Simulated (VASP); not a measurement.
# MgS: electric field gradients with LDA

The system is MgS.

```
Mg S
1.0
     0.00000    2.60165    2.60165
     2.60165    0.00000    2.60165
     2.60165    2.60165    0.00000
Mg S
1 1
Direct
  0.00000 0.00000 0.00000
  0.50000 0.50000 0.50000
```

| Item | Value |
| --- | --- |
| Program | VASP 6.6.1 |
| Task | electric field gradients |
| Functional | LDA |
| Potentials or basis | VASP PAW LDA potentials, release 64 (Mg, S) |
| Cutoff | 520 eV |
| k mesh | 8 × 8 × 8 |
| Occupations | fermi-dirac, width 0.01 eV |
| Spin | no spin polarisation |
| Dipole correction | no |
| Further INCAR settings | ALGO = Normal; EDIFF = 1e-08; NBANDS = 11 |

The pressure is -3.8 GPa and the band gap on the k mesh is 2.56 eV, indirect (least direct gap 3.49 eV).

Levels at points of the mesh, in eV from the valence-band top:
```tsv
k point	band 1	band 2	band 3	band 4	band 5	band 6	band 7	band 8
(0.00, 0.00, 0.00)	-12.64	0.00	0.00	0.00	3.49	7.84	7.84	7.84
(0.50, 0.00, 0.00)	-11.31	-4.91	-0.59	-0.59	4.38	6.74	6.74	9.84
(0.50, 0.50, 0.00)	-10.93	-4.25	-1.71	-1.71	2.56	4.25	11.79	12.76
```

Wall time 8.1 s on 1 thread of Intel(R) Xeon(R) Platinum 8559C (Emerald Rapids), on a shared host, peak memory 0.14 GiB.

Caveat: without QUAD_EFG the Cq values of the log hold for a quadrupole moment of 1 mb, not for the nuclei. A k mesh can miss the band edges.
